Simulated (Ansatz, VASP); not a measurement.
Mg3TeSe2: VASP beside Ansatz

```
Mg Te Se
1.0
     4.01094    0.00000    0.00000
    -2.00547    3.47358    0.00000
     0.00000    0.00000    9.81923
Mg Te Se
3 1 2
Direct
  0.33333 0.66667 0.18168
  0.66667 0.33333 0.81832
  0.00000 0.00000 0.50000
  0.00000 0.00000 0.00000
  0.33333 0.66667 0.65943
  0.66667 0.33333 0.34057
```

Change from the starting cell: species swapped into the InSn2Te3 type (P-3m1, No. 164).

Alike in both runs: functional PBE; k mesh 6 × 6 × 2; occupations gaussian, width 0.1 eV; no spin polarisation.

Ansatz relaxed the structure, and its values are those at the end. VASP's run is a single point on that final structure, the one shown.

|  | VASP | Ansatz |
| --- | --- | --- |
| version | VASP 6.6.1 | Ansatz 0.2.0 |
| potentials or method | VASP PAW PBE potentials, release 64 (Mg, Te, Se), cutoff 520 eV | scalar-relativistic, plane waves, PAW |
| valence electrons in the cell | 24 | 78 |

|  | VASP | Ansatz | Ansatz less VASP |
| --- | --- | --- | --- |
| gap on the k mesh at the Fermi level (eV) | 0.47 | 0.50 | +0.028 |
| least direct gap on the mesh (eV) | 1.19 | 1.21 | +0.018 |
| pressure (GPa) | -0.1 | 0.0 | +0.09 |

VASP's potentials hold 24 valence electrons a cell and Ansatz's 78, so a difference there can come from the potentials and not from the codes.

Spin-orbit coupling is off throughout.
